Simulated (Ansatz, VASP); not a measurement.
## CdS: VASP beside Ansatz

```
CELL_PARAMETERS angstrom
0.00000 2.94347 2.94347
2.94347 0.00000 2.94347
2.94347 2.94347 0.00000
ATOMIC_POSITIONS crystal
Cd 0.00000 0.00000 0.00000
S 0.75000 0.75000 0.75000
```

Alike in both runs: task single point; functional PBE; k mesh 10 × 10 × 10; occupations gaussian, width 0.05 eV; no spin polarisation.

|  | VASP | Ansatz |
| --- | --- | --- |
| version | VASP 6.6.1 | Ansatz 0.2.0 |
| potentials or method | VASP PAW PBE potentials, release 64 (Cd, S), cutoff 520 eV | scalar-relativistic, plane waves, PAW |
| valence electrons in the cell | 18 | 26 |

VASP gave:

```
gap on the k mesh at the Fermi level (eV) : 1.09
least direct gap on the mesh (eV)         : 1.09
pressure (GPa)                            : 1.4
```

What did Ansatz give for the same quantities?

gap on the k mesh at the Fermi level (eV): 1.09; least direct gap on the mesh (eV): 1.09; pressure (GPa): 1.1.

VASP's potentials hold 18 valence electrons a cell and Ansatz's 26, so a difference there can come from the potentials and not from the codes.
